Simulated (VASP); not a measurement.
Input of a VASP 6.6.1 run:

Contents of POSCAR:

```
CuO2
1.0
    0.0000000000      2.5050750814      2.5050750814
    2.5050750814      0.0000000000      2.5050750814
    2.5050750814      2.5050750814      0.0000000000
Cu O
1 2
Direct
    0.0000000000      0.0000000000      0.0000000000
    0.2500000000      0.2500000000      0.2500000000
    0.7500000000      0.7500000000      0.7500000000
```

INCAR.step1

```
SYSTEM = CuO2
  PREC = Accurate
  ENCUT = 660
  ISMEAR = 0
  SIGMA = 0.1
  LREAL = .False.
  LASPH = .True.
  NELM = 200
  LMAXMIX = 4
  LDAU = .True.
  LDAUTYPE = 2
  LDAUL = 2 -1
  LDAUU = 4 0
  LDAUJ = 0 0
  NBANDS = 18
  GGA = PE
  ALGO = Normal
  EDIFF = 1E-5
  LWAVE = .True.
  LCHARG = .False.
  GGA_COMPAT = .False.
```

INCAR.step2

```
SYSTEM = CuO2
  PREC = Accurate
  ENCUT = 660
  EDIFF = 1E-6
  ISMEAR = 0
  SIGMA = 0.1
  LREAL = .False.
  LASPH = .True.
  NELM = 200
  ALGO = Normal
  ISIF = 2
  LWAVE = .False.
  LCHARG = .True.
  LMAXMIX = 4
  LDAU = .True.
  LDAUTYPE = 2
  LDAUL = 2 -1
  LDAUU = 4 0
  LDAUJ = 0 0
  LDAUPRINT = 1
  METAGGA = R2SCAN
  LMIXTAU = .True.
  LELF = .True.
  LVHAR = .True.
  NBANDS = 18
  ISTART = 1
  GGA_COMPAT = .False.
```

KPOINTS

```
Automatic mesh
0
Gamma
  14 14 14
  0 0 0
```

Potentials or basis: VASP PAW PBE potentials, release 64 (Cu, O).

Run with:

```console
$ cat potpaw_PBE.64/Cu/POTCAR potpaw_PBE.64/O/POTCAR > POTCAR
$ cp INCAR.step1 INCAR
$ mpirun -np 1 vasp_std > vasp.out
$ cp INCAR.step2 INCAR
$ mpirun -np 1 vasp_std > vasp.out
```

**Question.** What does it give for the band gap on the k mesh?

**Answer.** Zero (an odd number of electrons rules out a gap without spin polarisation).

**Question.** Predict the pressure.

**Answer.** -20.4 GPa.

Eigenvalues of the final occupation matrices:
```csv
site,spin,trace,eigenvalues
site 1 d,1,4.56,0.88 0.88 0.88 0.97 0.97
site 1 d,2,4.56,0.88 0.88 0.88 0.97 0.97
```

Caveat: the cell stands under tension; the PAW data sets were made with another functional, which shifts forces and pressure a little; an odd number of electrons without spin polarisation forces a metal; a magnetic or distorted state may lie lower; U without spin polarisation on a metal has little footing.
